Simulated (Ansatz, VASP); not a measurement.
One calculation of Si7Ge, two programs

The input INCAR:

```
ALGO = Normal
EDIFF = 1E-7
ENCUT = 520
GGA = PS
ISIF = 2
ISMEAR = 0
LASPH = True
LCHARG = False
LREAL = Auto
LWAVE = False
NBANDS = 56
NELM = 60
PREC = Accurate
SIGMA = 0.03
```

The input KPOINTS:

```
k-points
0
Gamma
  6 6 3
```

The input POSCAR:

```
Si7Ge
1.0
    0.0000000000     -5.4591768537      0.0000000000
    0.0000000000      0.0000000000     -5.4591768537
   12.9183537074      0.0000000000      0.0000000000
Si Ge
14 2
Direct
    0.7474023192      0.7474023192      0.5827094128
    0.7474023192      0.7474023192      0.1601186572
    0.5000000000      0.5000000000      0.4759639680
    0.5000000000      0.5000000000      0.0533732124
    0.5000000000      1.0000000000      0.6872593458
    0.5000000000      1.0000000000      0.2646685902
    1.0000000000      0.5000000000      0.6872593458
    1.0000000000      0.5000000000      0.2646685902
    0.7474023192      0.2525976808      0.7918092788
    0.7474023192      0.2525976808      0.3692185232
    0.2525976808      0.7474023192      0.7918092788
    0.2525976808      0.7474023192      0.3692185232
    0.2525976808      0.2525976808      0.5827094128
    0.2525976808      0.2525976808      0.1601186572
    1.0000000000      1.0000000000      0.4759639680
    1.0000000000      1.0000000000      0.0533732124
```

Input for Ansatz:

```yaml
crystal:
  lattice:
    - [0.0, -5.4591768537, 0.0]
    - [0.0, 0.0, -5.4591768537]
    - [12.9183537074, 0.0, 0.0]
  atoms:
    - { symbol: Si, position: [0.7474023192, 0.7474023192, 0.5827094128] }
    - { symbol: Si, position: [0.7474023192, 0.7474023192, 0.1601186572] }
    - { symbol: Si, position: [0.5, 0.5, 0.475963968] }
    - { symbol: Si, position: [0.5, 0.5, 0.0533732124] }
    - { symbol: Si, position: [0.5, 1.0, 0.6872593458] }
    - { symbol: Si, position: [0.5, 1.0, 0.2646685902] }
    - { symbol: Si, position: [1.0, 0.5, 0.6872593458] }
    - { symbol: Si, position: [1.0, 0.5, 0.2646685902] }
    - { symbol: Si, position: [0.7474023192, 0.2525976808, 0.7918092788] }
    - { symbol: Si, position: [0.7474023192, 0.2525976808, 0.3692185232] }
    - { symbol: Si, position: [0.2525976808, 0.7474023192, 0.7918092788] }
    - { symbol: Si, position: [0.2525976808, 0.7474023192, 0.3692185232] }
    - { symbol: Si, position: [0.2525976808, 0.2525976808, 0.5827094128] }
    - { symbol: Si, position: [0.2525976808, 0.2525976808, 0.1601186572] }
    - { symbol: Ge, position: [1.0, 1.0, 0.475963968] }
    - { symbol: Ge, position: [1.0, 1.0, 0.0533732124] }
basis:
  ecutwfc: 420
kpoints:
  mp_grid: { grid: [6, 6, 3] }
hamiltonian:
  xc: pbesol
scf:
  occupations: { method: gaussian, width: 0.03 }
output:
  forces: true
  stress: true
  eigenvalues: true
```

Alike in both runs: task single point; functional PBEsol; k mesh 6 × 6 × 3; occupations gaussian, width 0.03 eV; no spin polarisation.

```csv
,VASP,Ansatz
version,VASP 6.6.1,Ansatz 0.2.0
potentials or method,"VASP PAW PBE potentials, release 64 (Si, Ge_d), cutoff 520 eV","scalar-relativistic, plane waves, PAW"
valence electrons in the cell,84,84
```

VASP gave:

- gap on the k mesh at the Fermi level (eV): none
- pressure (GPa): -2.1
- traceless stress, the component that is largest in VASP (GPa): 1.52
- rms of the force components (eV/Å): 0.183

Task: Which values does Ansatz return?

Result: gap on the k mesh at the Fermi level (eV): none; pressure (GPa): -2.1; traceless stress, the component that is largest in VASP (GPa): 1.51; rms of the force components (eV/Å): 0.183.

VASP's potentials were made for PBE, not for PBEsol. Atom by atom the forces differ by 0.004 eV/Å (rms over components). A gap of «none» marks a metal or a gap that the smearing closes.
